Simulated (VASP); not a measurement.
Here is a VASP 6.6.1 calculation.

INCAR

```
PREC = Accurate
ENCUT = 520
EDIFF = 1E-6
ISMEAR = -1
SIGMA = 0.1
LREAL = False
LASPH = True
NELM = 60
ALGO = Normal
ISIF = 2
LWAVE = False
LCHARG = False
GGA = RP
NBANDS = 20
```

Contents of KPOINTS:

```
regular mesh
0
Gamma
  12 12 12
```

The input POSCAR:

```
Tl
1.0
    0.0000000000      3.6660361720      3.6660361720
    3.6660361720      0.0000000000      3.6660361720
    3.6660361720      3.6660361720      0.0000000000
Tl
2
Direct
    0.1250000000      0.1250000000      0.1250000000
    0.8750000000      0.8750000000      0.8750000000
```

Potentials or basis: VASP PAW PBE potentials, release 64 (Tl_d).

The run is started by

```bash
$ cat potpaw_PBE.64/Tl_d/POTCAR > POTCAR
$ mpirun -np 1 vasp_std > vasp.out
```

(1) What does it give for the pressure?

(2) Estimate the band gap on the k mesh.

Results:

(1) 0.0 GPa.

(2) zero (bands 13 and 14 overlap by 2.62 eV).

Caveat: the PAW data sets were made with another functional, which shifts forces and pressure a little; spin-orbit coupling is left out, which moves the levels of the heavy elements.
